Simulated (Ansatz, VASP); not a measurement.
# Nb in VASP and in Ansatz

File INCAR:

```
PREC = Accurate ; ENCUT = 520
EDIFF = 1E-6 ; ISMEAR = -1
SIGMA = 0.1 ; LREAL = F
LASPH = T ; NELM = 100
ALGO = Normal ; ISIF = 2
LWAVE = F ; LCHARG = F
LDIPOL = T ; IDIPOL = 3
DIPOL = 0.5 0.5 0.500 ; GGA = PS
NBANDS = 40
```

Contents of KPOINTS:

```
Automatic mesh
0
Gamma
  12 12 1
```

POSCAR

```
Nb
1.0
    2.8349627735      0.0000000000      0.0000000000
   -0.9449875912      2.6728285354      0.0000000000
    0.0000000000      0.0000000000     25.2589000000
Nb
5
Direct
    0.0000000000      0.0000000000      0.3167190646
    0.5000000000      0.5000000000      0.4083595320
    0.0000000000      0.0000000000      0.5000000000
    0.5000000000      0.5000000000      0.5916404680
    0.0000000000      0.0000000000      0.6832809354
```

Input for Ansatz:

```yaml
crystal:
  lattice:
    - [2.8349627735, 0.0, 0.0]
    - [-0.9449875912, 2.6728285354, 0.0]
    - [0.0, 0.0, 25.2589]
  atoms:
    - { symbol: Nb, position: [0.0, 0.0, 0.3167190646] }
    - { symbol: Nb, position: [0.5, 0.5, 0.408359532] }
    - { symbol: Nb, position: [0.0, 0.0, 0.5] }
    - { symbol: Nb, position: [0.5, 0.5, 0.591640468] }
    - { symbol: Nb, position: [0.0, 0.0, 0.6832809354] }
kpoints:
  mp_grid: { grid: [12, 12, 1] }
scf:
  occupations: { method: fermi_dirac, width: 0.1 }
hamiltonian:
  xc: pbesol
  pseudopotentials: { kind: paw }
output:
  forces: true
  stress: true
  eigenvalues: true
  populations: true
efield:
  axis: 3
  amplitude: 0
  dipole_correction: true
```

Alike in both runs: task single point; functional PBEsol; k mesh 12 × 12 × 1; occupations fermi-dirac, width 0.1 eV; no spin polarisation.

|  | VASP | Ansatz |
| --- | --- | --- |
| version | VASP 6.6.1 | Ansatz 0.2.0 |
| potentials or method | VASP PAW PBE potentials, release 64 (Nb_sv) | PAW with Ansatz's default frozen-core files, scalar-relativistic |
| plane-wave cutoff (eV) | 520 | 420 |
| valence electrons in the cell | 65 | 65 |

```tsv
	VASP	Ansatz	Ansatz less VASP
rms of the force components (eV/Å)	0.198	0.195	-0.0030
```

VASP's potentials were made for PBE, not for PBEsol. Atom by atom the forces differ by 0.004 eV/Å (rms over components). The functional is the same, so the differences come from potentials, cutoffs and numerics.
